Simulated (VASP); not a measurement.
Input of a VASP 6.6.1 run:

The input INCAR:

```
SYSTEM = HfH6
PREC     = Accurate       ! precision mode
ENCUT    = 520            ! plane-wave cutoff, eV
EDIFF    = 1E-6           ! SCF threshold, eV
ISMEAR   = 0              ! smearing method
SIGMA    = 0.1            ! smearing width, eV
LREAL    = .False.        ! projectors in reciprocal space
LASPH    = .True.         ! aspherical terms in the spheres
NELM     = 80             ! most SCF steps
ALGO     = Normal         ! electronic algorithm
ISIF     = 2              ! what is computed and relaxed
LWAVE    = .False.        ! write WAVECAR
LCHARG   = .False.        ! write CHGCAR
GGA      = PE             ! functional
NBANDS   = 17             ! bands
```

Contents of KPOINTS:

```
regular mesh
0
Gamma
  6 6 6
  0 0 0
```

Contents of POSCAR:

```
HfH6
1.0
   -2.8957206451      2.8957206451      1.8107404388
    2.8957206451     -2.8957206451      1.8107404388
    2.8957206451      2.8957206451     -1.8107404388
Hf H
1 6
Direct
    0.0000000000      0.0000000000      0.0000000000
    0.0000000000      0.3364857429      0.3364857429
    0.0000000000      0.6635142571      0.6635142571
    0.3364857429      0.0000000000      0.3364857429
    0.6635142571      0.0000000000      0.6635142571
    0.5000000000      0.0000000000      0.5000000000
    0.0000000000      0.5000000000      0.5000000000
```

Potentials or basis: VASP PAW PBE potentials, release 64 (Hf_pv, H).

Launch:

```sh
$ cat potpaw_PBE.64/Hf_pv/POTCAR potpaw_PBE.64/H/POTCAR > POTCAR
$ mpirun -np 1 vasp_std > vasp.out
```

Task: What does it give for the band gap on the k mesh?

Result: Zero (band 8 reaches 1.89 eV, above the bottom of band 9 at 1.07 eV).

Task: Estimate the largest force.

Result: 0.014 eV/Å.

Task: Estimate the pressure.

Result: -0.3 GPa.

Forces on the atoms (eV/Å):
```
Hf   0.000  0.000  0.000
H   -0.014  0.000  0.000
H    0.014  0.000  0.000
H    0.000 -0.014  0.000
H    0.000  0.014  0.000
H    0.000  0.000  0.000
H    0.000  0.000  0.000
```

Caveat: spin-orbit coupling is left out, which moves the levels of the heavy elements.
